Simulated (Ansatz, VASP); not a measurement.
# One calculation of HRh6, two programs

```
Rh H
1.0
     5.41659    0.00000    0.00000
    -2.70829    4.69090    0.00000
     0.00000    0.00000   22.29661
Rh H
12 2
Direct
  0.33333 0.16667 0.17940
  0.33333 0.66667 0.17940
  0.83333 0.16667 0.17940
  0.83333 0.66667 0.17940
  0.16667 0.33333 0.27578
  0.16667 0.83333 0.27578
  0.66667 0.33333 0.27578
  0.66667 0.83333 0.27578
  0.00000 0.00000 0.37210
  0.00000 0.50000 0.37210
  0.50000 0.00000 0.37210
  0.50000 0.50000 0.37210
  0.17032 0.34065 0.39228
  0.32968 0.65935 0.39228
```

Alike in both runs: task single point; functional PBE; k mesh 6 × 6 × 1; occupations gaussian, width 0.1 eV; no spin polarisation.

|  | VASP | Ansatz |
| --- | --- | --- |
| version | VASP 6.6.1 | Ansatz 0.2.0 |
| potentials or method | VASP PAW PBE potentials, release 64 (Rh_pv, H), cutoff 520 eV | scalar-relativistic, plane waves, PAW |
| valence electrons in the cell | 182 | 206 |

Ansatz gave:

- gap on the k mesh at the Fermi level (eV): none
- rms of the force components (eV/Å): 1.013

Question: What did VASP give for the same quantities?

Answer: gap on the k mesh at the Fermi level (eV): none; rms of the force components (eV/Å): 1.027.

Atom by atom the forces differ by 0.014 eV/Å (rms over components). A gap of «none» marks a metal or a gap that the smearing closes. VASP's potentials hold 182 valence electrons a cell and Ansatz's 206, so a difference there can come from the potentials and not from the codes.
